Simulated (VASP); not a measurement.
Runs of VASP 6.6.1 on C. The structure is that of space group P6/mmm (No. 191), or close to it. The cells are those of the table. 

```csv
cell,gap on the mesh (eV),pressure (GPa)
"a = 2.593, b = 2.593, c = 7.649 Å, angles 90.0, 90.0, 120.0°, 2 atoms",none,(a)
"a = 2.525, b = 2.525, c = 8.063 Å, angles 90.0, 90.0, 120.0°, 2 atoms",none,-
"a = 2.379, b = 2.379, c = 9.083 Å, angles 90.0, 90.0, 120.0°, 2 atoms",none,-
"a = 2.646, b = 2.646, c = 7.346 Å, angles 90.0, 90.0, 120.0°, 2 atoms",none,-20.8
"a = 2.311, b = 2.311, c = 9.625 Å, angles 90.0, 90.0, 120.0°, 2 atoms",none,-
"a = 2.490, b = 2.490, c = 8.295 Å, angles 90.0, 90.0, 120.0°, 2 atoms",none,-
"a = 2.417, b = 2.417, c = 8.806 Å, angles 90.0, 90.0, 120.0°, 2 atoms",none,-
```

Alike in all rows: task single point; level r2SCAN; potentials or basis VASP PAW PBE potentials, release 64 (C); no spin polarisation; k mesh 24 × 24 × 6; cutoff (eV) 520; smearing gaussian 0.15 eV.

Problem. Estimate the missing entries.

Solution. (a) -15.9.

Caveats: the PAW data sets were made with another functional, which shifts forces and pressure a little; there is no dipole correction, which matters where the two faces differ (at least some runs); the stress differs along the axes, from -24 to -0 GPa (at least some runs); the stress differs along the axes, from -31 to -0 GPa (at least some runs).

A gap of «none» marks levels without a gap at the run's occupations.
